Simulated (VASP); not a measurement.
# NbC7 (P-3m1) in VASP: notebook, part 3 of 3

VASP 6.6.1. Earlier steps stand in the parts before.

## 4. Single point, PBE

This run uses another cell than the first one, of 13.43 Å³/atom.

INCAR

```
PREC = Accurate
ENCUT = 520
EDIFF = 1E-6
ISMEAR = 0
SIGMA = 0.1
LREAL = Auto
LASPH = T
NELM = 60
ALGO = Normal
ISIF = 2
LWAVE = F
LCHARG = T
GGA = PE
LELF = T
LVHAR = T
NBANDS = 55
```

KPOINTS

```
Automatic mesh
0
Gamma
  12 12 4
```

POSCAR

```
NbC7
1.0
    4.2061683245      0.0000000000      0.0000000000
   -2.1030841622      3.6426486216      0.0000000000
    0.0000000000      0.0000000000     14.0231374540
Nb C
2 14
Direct
    0.3333333333      0.6666666667      0.0659813148
    0.6666666667      0.3333333333      0.9340186852
    0.3333333333      0.6666666667      0.9296916808
    0.6666666667      0.3333333333      0.0703083192
    0.3333175794      0.3333498426      0.3419650288
    0.0000322632      0.3333498426      0.3419650288
    0.6666501574      0.9999677368      0.3419650288
    0.3333175794      0.9999677368      0.3419650288
    0.6666501574      0.6666824206      0.3419650288
    0.0000322632      0.6666824206      0.3419650288
    0.9999677368      0.3333175794      0.6580349712
    0.6666824206      0.0000322632      0.6580349712
    0.3333498426      0.3333175794      0.6580349712
    0.3333498426      0.0000322632      0.6580349712
    0.6666824206      0.6666501574      0.6580349712
    0.9999677368      0.6666501574      0.6580349712
```

Potentials or basis: VASP PAW PBE potentials, release 64 (Nb_sv, C).

Started as:

```sh
> cat potpaw_PBE.64/Nb_sv/POTCAR potpaw_PBE.64/C/POTCAR > POTCAR
> mpirun -np 1 vasp_std > vasp.out
```

OUTCAR:

```text
PREC = Accurate
   ENCUT = 520
   EDIFF = 1E-6
   ISMEAR = 0
   LREAL = Auto
   LASPH = T
   NELM = 60
   ISIF = 2
   GGA = PE

 ion  position               nearest neighbor table
   1  0.333  0.667  0.066-   3 1.91   4 2.43   4 2.43   4 2.43
   2  0.667  0.333  0.934-   4 1.91   3 2.43   3 2.43   3 2.43
   3  0.333  0.667  0.930-   1 1.91   2 2.43   2 2.43   2 2.43
   4  0.667  0.333  0.070-   2 1.91   1 2.43   1 2.43   1 2.43
   5  0.333  0.333  0.342-   6 1.40   9 1.40   8 1.40
   6  0.000  0.333  0.342-   5 1.40  10 1.40   7 1.40
   7  0.667  1.000  0.342-   9 1.40   8 1.40   6 1.40
   8  0.333  1.000  0.342-  10 1.40   7 1.40   5 1.40
   9  0.667  0.667  0.342-   7 1.40   5 1.40  10 1.40
  10  0.000  0.667  0.342-   8 1.40   6 1.40   9 1.40
  11  1.000  0.333  0.658-  12 1.40  16 1.40  13 1.40
  12  0.667  0.000  0.658-  11 1.40  14 1.40  15 1.40
  13  0.333  0.333  0.658-  14 1.40  15 1.40  11 1.40
  14  0.333  0.000  0.658-  13 1.40  12 1.40  16 1.40
  15  0.667  0.667  0.658-  16 1.40  13 1.40  12 1.40
  16  1.000  0.667  0.658-  15 1.40  11 1.40  14 1.40

  LATTYP: Found a hexagonal cell.
 ALAT       =     4.2061683245
 C/A-ratio  =     3.3339458557

  Lattice vectors:

 A1 = (   4.2061683245,   0.0000000000,   0.0000000000)
 A2 = (  -2.1030841622,   3.6426486216,   0.0000000000)
 A3 = (   0.0000000000,   0.0000000000,  14.0231374540)

Analysis of symmetry for initial positions (statically):
=====================================================================
 Subroutine PRICEL returns:
 Original cell was already a primitive cell.

 Routine SETGRP: Setting up the symmetry group for a
 hexagonal supercell.

 Subroutine GETGRP returns: Found 12 space group operations
 (whereof 12 operations were pure point group operations)
 out of a pool of 24 trial point group operations.

The static configuration has the point symmetry D_3d.

[... 162 lines left out ...]
  Fermi-wavevector in a.u.,A,eV,Ry     =   1.187489  2.244030 19.185998  1.410131
  Thomas-Fermi vector in A             =   2.323640
   LORBIT       =      0    0 simple, 1 ext, 2 COOP (PROOUT), +10 PAW based schemes
   GGA     = PE    functional components
   LHFCALC =     F    Hartree Fock is set to
   AEXX    =    0.0000 exact exchange contribution
   IVDW    =     0    specifies the selected vdW correction
   LEPSILON=     F    determine dielectric tensor
   LRPA    =     F    only Hartree local field effects (RPA)
 non-spin polarized calculation
 Gauss-broadening in eV      SIGMA  =   0.10
  energy-cutoff  :      520.00
  volume of cell :      214.86
 maximum number of plane-waves:      5819
   NGX = 15   NGY = 15   NGZ = 53

 number of electron      81.9999998 magnetization

 Free energy of the ion-electron system (eV)
  ---------------------------------------------------
  ext. energy  EPLUGINS =         0.00000000
  ---------------------------------------------------
  free energy    TOTEN  =      -145.53378939 eV

  energy without entropy =     -145.50089523  energy(sigma->0) =     -145.51734231

 E-fermi :   4.2761     XC(G=0):  -9.0377

 val. band max:        4.2760095247   @ k =   0.4167   0.0833   0.5000
 cond. band min:       4.2836567702   @ k =   0.2500   0.0833   0.0000
 fundamental gap:      0.0076472456
 Fermi energy:         4.2760693610

 k-point     1 :       0.0000    0.0000    0.0000
  band No.  band energies     occupation
      1     -51.5615      2.00000
      2     -51.4838      2.00000
      3     -27.8145      2.00000
      4     -27.6769      2.00000
      5     -27.6769      2.00000
      6     -27.5733      2.00000
[... 1333 lines left out ...]
     52       7.6955      0.00000
     53       7.8603      0.00000

 [... further k-points ...]

 [bands above 53 left out]

------------------------ aborting loop because EDIFF is reached ----------------------------------------

  FORCE on cell =-STRESS in cart. coord.  units (eV):
  Direction    XX          YY          ZZ          XY          YZ          ZX
  --------------------------------------------------------------------------------------
  -------------------------------------------------------------------------------------
  Total        0.3616077      0.3616077     -0.1069437      0.0000000      0.0000000     -0.0000000
  in kB        2.6964919      2.6964919     -0.7974746      0.0000000      0.0000000     -0.0000000
  external PRESSURE =       1.5318364 kB  Pullay stress =       0.0000000 kB

 VOLUME and BASIS-vectors are now :
 -----------------------------------------------------------------------------
  energy-cutoff  :      520.00
  volume of cell :      214.86
      direct lattice vectors                 reciprocal lattice vectors
     4.206168325  0.000000000  0.000000000     0.237746073  0.137262759  0.000000000
    -2.103084162  3.642648622  0.000000000     0.000000000  0.274525518  0.000000000
     0.000000000  0.000000000 14.023137454     0.000000000  0.000000000  0.071310718

 POSITION                                       TOTAL-FORCE (eV/Angst)
 -----------------------------------------------------------------------------------
     -0.00000      2.42843      0.92527         0.000000      0.000000     -0.012409
      2.10308      1.21422     13.09787         0.000000      0.000000      0.012409
     -0.00000      2.42843     13.03719         0.000000      0.000000      0.011600
      2.10308      1.21422      0.98594         0.000000      0.000000     -0.011600
      0.70093      1.21428      4.79542         0.004295      0.005015      0.002521
     -0.70093      1.21428      4.79542        -0.004295      0.005015      0.002521
[... 8 lines left out ...]
      1.40216      2.42837      9.22771        -0.004295     -0.005015     -0.002521
      2.80401      2.42837      9.22771         0.004295     -0.005015     -0.002521
 -----------------------------------------------------------------------------------
    total drift:                               -0.000000     -0.000000     -0.000000

  FREE ENERGIE OF THE ION-ELECTRON SYSTEM (eV)
  ---------------------------------------------------
  free  energy   TOTEN  =      -145.5337893925 eV

  energy  without entropy=     -145.5008952274  energy(sigma->0) =     -145.51734231
```

stdout:

```text
POSCAR found type information on POSCAR NbC
 POSCAR found :  2 types and      16 ions
 scaLAPACK will be used
 LDA part: xc-table for (Slater+PW92), standard interpolation
 POSCAR, INCAR and KPOINTS ok, starting setup
 FFT: planning ... GRIDC
 FFT: planning ... GRID_SOFT
 FFT: planning ... GRID
 WAVECAR not read
 entering main loop
```

Run time: 22 min. Hardware: 1 thread of Intel Xeon Platinum 8488C (Sapphire Rapids), shared host; peak memory 0.63 GiB.

What came out:

```yaml
Free_energy: -145.5338 eV
Pressure: 0.2 GPa
Largest_force: 0.012 eV/Å
Band_gap_on_the_k_mesh: zero (bands 41 and 42 overlap by 0.90 eV)
```

Forces in eV/Å, atoms in the order of the input:
```
Nb   0.000  0.000 -0.012
Nb   0.000  0.000  0.012
C    0.000  0.000  0.012
C    0.000  0.000 -0.012
C    0.004  0.005  0.003
C   -0.004  0.005  0.003
C   -0.006  0.001  0.003
C    0.006  0.001  0.003
C   -0.002 -0.006  0.003
C    0.002 -0.006  0.003
C   -0.002  0.006 -0.003
C   -0.006 -0.001 -0.003
C    0.002  0.006 -0.003
C    0.006 -0.001 -0.003
C   -0.004 -0.005 -0.003
C    0.004 -0.005 -0.003
```

Caveat: this functional lacks dispersion, which binds layers or chains, so the pressure and a relaxed spacing across them are unreliable.

## 5. Summary

```tsv
task	cell	k mesh	cutoff (eV)	smearing	gap on the mesh (eV)	pressure (GPa)	largest force (eV/Å)
single point	a = 4.216, b = 4.216, c = 12.265 Å, angles 90.0, 90.0, 120.0°, 16 atoms, atomic positions A	4 × 4 × 2	520	gaussian 0.2 eV	none	0.0	0.03
relaxation of cell and atoms	relaxed from a = 4.300, b = 4.300, c = 12.600 Å, angles 90.0, 90.0, 120.0°, 16 atoms, atomic positions B	4 × 4 × 2	600	gaussian 0.2 eV	none	-0.3	0.07
single point	a = 4.206, b = 4.206, c = 14.023 Å, angles 90.0, 90.0, 120.0°, 16 atoms, atomic positions C	12 × 12 × 4	520	gaussian 0.1 eV	none	0.2	0.01
```

Alike in all rows: level PBE; potentials or basis VASP PAW PBE potentials, release 64 (Nb_sv, C); no spin polarisation.

Caveats: some runs use coarse meshes; this functional lacks dispersion, which binds layers or chains, so the pressure and a relaxed spacing across them are unreliable; the relaxation stopped at a loose force limit of 0.08 eV/Å, so its end isn't a converged minimum (at least some runs).

Absolute energies hang on the potentials; compare differences alone.

The gap in the log of VASP goes by the Fermi energy; the results here count the filled bands.